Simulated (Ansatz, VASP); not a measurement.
## B: VASP beside Ansatz

The input INCAR:

```
SYSTEM = B
PREC     = Accurate       ! precision mode
ENCUT    = 520            ! plane-wave cutoff, eV
EDIFF    = 1E-6           ! SCF threshold, eV
ISMEAR   = 0              ! smearing method
SIGMA    = 0.1            ! smearing width, eV
LREAL    = .False.        ! projectors in reciprocal space
LASPH    = .True.         ! aspherical terms in the spheres
NELM     = 80             ! most SCF steps
ALGO     = Normal         ! electronic algorithm
ISIF     = 2              ! what is computed and relaxed
LWAVE    = .False.        ! write WAVECAR
LCHARG   = .False.        ! write CHGCAR
GGA      = PE             ! functional
NBANDS   = 30             ! bands
```

KPOINTS

```
regular mesh
0
Gamma
  4 4 4
  0 0 0
```

The input POSCAR:

```
B
1.0
    2.7398460300     -4.4811724400      0.0000000000
    2.7398460300      4.4811724400      0.0000000000
   -1.4395387300      0.0000000000      4.0000843500
B
12
Direct
    0.8789378800      0.4572746800      0.8074150600
    0.5427253200      0.1210621200      0.6925849400
    0.1210621200      0.5427253200      0.1925849400
    0.4572746800      0.8789378800      0.3074150600
    0.1936866600      0.4284146600      0.8280985500
    0.5715853400      0.8063133400      0.6719014500
    0.8063133400      0.5715853400      0.1719014500
    0.4284146600      0.1936866600      0.3280985500
    0.4341453400      0.3084540200      0.9670283900
    0.6915459800      0.5658546600      0.5329716100
    0.5658546600      0.6915459800      0.0329716100
    0.3084540200      0.4341453400      0.4670283900
```

Input for Ansatz:

```yaml
crystal:
  lattice:
    - [2.73984603, -4.48117244, 0.0]
    - [2.73984603, 4.48117244, 0.0]
    - [-1.43953873, 0.0, 4.00008435]
  atoms:
    - { symbol: B, position: [0.87893788, 0.45727468, 0.80741506] }
    - { symbol: B, position: [0.54272532, 0.12106212, 0.69258494] }
    - { symbol: B, position: [0.12106212, 0.54272532, 0.19258494] }
    - { symbol: B, position: [0.45727468, 0.87893788, 0.30741506] }
    - { symbol: B, position: [0.19368666, 0.42841466, 0.82809855] }
    - { symbol: B, position: [0.57158534, 0.80631334, 0.67190145] }
    - { symbol: B, position: [0.80631334, 0.57158534, 0.17190145] }
    - { symbol: B, position: [0.42841466, 0.19368666, 0.32809855] }
    - { symbol: B, position: [0.43414534, 0.30845402, 0.96702839] }
    - { symbol: B, position: [0.69154598, 0.56585466, 0.53297161] }
    - { symbol: B, position: [0.56585466, 0.69154598, 0.03297161] }
    - { symbol: B, position: [0.30845402, 0.43414534, 0.46702839] }
basis:
  ecutwfc: 420
kpoints:
  mp_grid: { grid: [4, 4, 4] }
hamiltonian:
  xc: pbe
scf:
  occupations: { method: gaussian, width: 0.1 }
  lower_state_search: "off"
output:
  forces: true
  stress: true
  eigenvalues: true
```

Alike in both runs: task single point; functional PBE; k mesh 4 × 4 × 4; occupations gaussian, width 0.1 eV; no spin polarisation.

|  | VASP | Ansatz |
| --- | --- | --- |
| version | VASP 6.6.1 | Ansatz 0.2.0 |
| potentials or method | VASP PAW PBE potentials, release 64 (B), cutoff 520 eV | scalar-relativistic, plane waves, PAW |
| valence electrons in the cell | 36 | 36 |

```csv
,VASP,Ansatz,Ansatz less VASP
gap on the k mesh at the Fermi level (eV),none,none,-
pressure (GPa),11.5,11.5,-0.03
"traceless stress, the component that is largest in VASP (GPa)",-12.80,-12.81,-0.001
rms of the force components (eV/Å),0.920,0.916,-0.0040
```

Atom by atom the forces differ by 0.006 eV/Å (rms over components). A gap of «none» marks a metal or a gap that the smearing closes.

The k mesh is coarse, so the values compare programs but aren't converged.
